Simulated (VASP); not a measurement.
Set up this calculation in VASP 6.6.1, as the native input.

```
Task                   : single point
Functional             : PBE
Potentials or basis    : VASP PAW PBE potentials, release 64 (Ti_sv, Si, Te)
Cutoff                 : 520 eV
k mesh                 : 4 × 4 × 4
Occupations            : gaussian, width 0.1 eV
Spin                   : no spin polarisation
Dipole correction      : no
Further INCAR settings : ALGO = Normal; EDIFF = 1e-06; NBANDS = 25
```

The structure of TiSiTe3 lies in POSCAR:

```
TiSiTe3
1.0
    5.0881923900      0.0000000000      0.0000000000
    0.0000000000      5.0881923900      0.0000000000
    0.0000000000      0.0000000000      5.0881923900
Ti Si Te
1 1 3
Direct
    0.5000000000      0.5000000000      0.5000000000
    0.0000000000      0.0000000000      0.0000000000
    0.0000000000      0.5000000000      0.5000000000
    0.5000000000      0.5000000000      0.0000000000
    0.5000000000      0.0000000000      0.5000000000
```

The cell was generated, and may not be a known phase.

These files were run (other wordings do the same):

INCAR

```
PREC     = Accurate       # precision mode
ENCUT    = 520            # plane-wave cutoff, eV
EDIFF    = 1E-6           # SCF threshold, eV
ISMEAR   = 0              # smearing method
SIGMA    = 0.1            # smearing width, eV
LREAL    = False          # projectors in reciprocal space
LASPH    = True           # aspherical terms in the spheres
NELM     = 100            # most SCF steps
ALGO     = Normal         # electronic algorithm
ISIF     = 2              # what is computed and relaxed
LWAVE    = False          # write WAVECAR
LCHARG   = True           # write CHGCAR
GGA      = PE             # functional
LELF     = True           # ELF
LVHAR    = True         
NBANDS   = 25             # bands
```

KPOINTS

```
Automatic mesh
0
Gamma
  4 4 4
```

Potentials or basis: VASP PAW PBE potentials, release 64 (Ti_sv, Si, Te).

Command:

```bash
$ cat potpaw_PBE.64/Ti_sv/POTCAR potpaw_PBE.64/Si/POTCAR potpaw_PBE.64/Te/POTCAR > POTCAR
$ mpirun -np 1 vasp_std > vasp.out
```

Results of the run:

```
Pressure               : 8.4 GPa
Band gap on the k mesh : zero (bands 17 and 18 overlap by 0.83 eV)
```

Caveat: the cell stands under pressure; spin-orbit coupling is left out, which moves the levels of the heavy elements.

Run time: 22 s on 1 thread of AMD EPYC 9R45 96-Core Processor (Zen 5), with other jobs on the host, peak memory 0.21 GiB.
